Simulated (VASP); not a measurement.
Set up this calculation in VASP 6.6.1, as the native input.

```
Task                   : single point
Functional             : LDA
Potentials or basis    : VASP PAW LDA potentials, release 64 (Cs_sv, H)
Cutoff                 : 520 eV
k mesh                 : 8 × 8 × 8
Occupations            : gaussian, width 0.02 eV
Spin                   : no spin polarisation
Dipole correction      : no
Further INCAR settings : ALGO = Normal; EDIFF = 1e-06; NBANDS = 12
```

The structure of CsH lies in POSCAR:

```
CsH
1.0
    0.0000000000      3.3522000000      3.3522000000
    3.3522000000      0.0000000000      3.3522000000
    3.3522000000      3.3522000000      0.0000000000
Cs H
1 1
Direct
    0.0000000000      0.0000000000      0.0000000000
    0.2500000000      0.2500000000      0.2500000000
```

This cell differs from its parent crystal: volume scaled by 1.000 of the coarse rest volume.

These files were run (other wordings do the same):

INCAR

```
PREC = Accurate ; ENCUT = 520
EDIFF = 1E-6 ; ISMEAR = 0
SIGMA = 0.02 ; LREAL = F
LASPH = T ; NELM = 80
ALGO = Normal ; ISIF = 2
LWAVE = F ; LCHARG = F
NBANDS = 12
```

KPOINTS

```
Automatic mesh
0
Gamma
  8 8 8
```

Potentials or basis: VASP PAW LDA potentials, release 64 (Cs_sv, H).

Run with:

```sh
$ cat potpaw_LDA.64/Cs_sv/POTCAR potpaw_LDA.64/H/POTCAR > POTCAR
$ mpirun -np 1 vasp_std > vasp.out
```

It gave:

The pressure is 0.0 GPa and the band gap on the k mesh is 2.42 eV, indirect (least direct gap 2.52 eV).

Caveat: spin-orbit coupling is left out, which moves the levels of the heavy elements.

Wall time 14 s on 1 thread of AMD EPYC 9R14 (Zen 4), with other jobs on the host, peak memory 0.15 GiB.
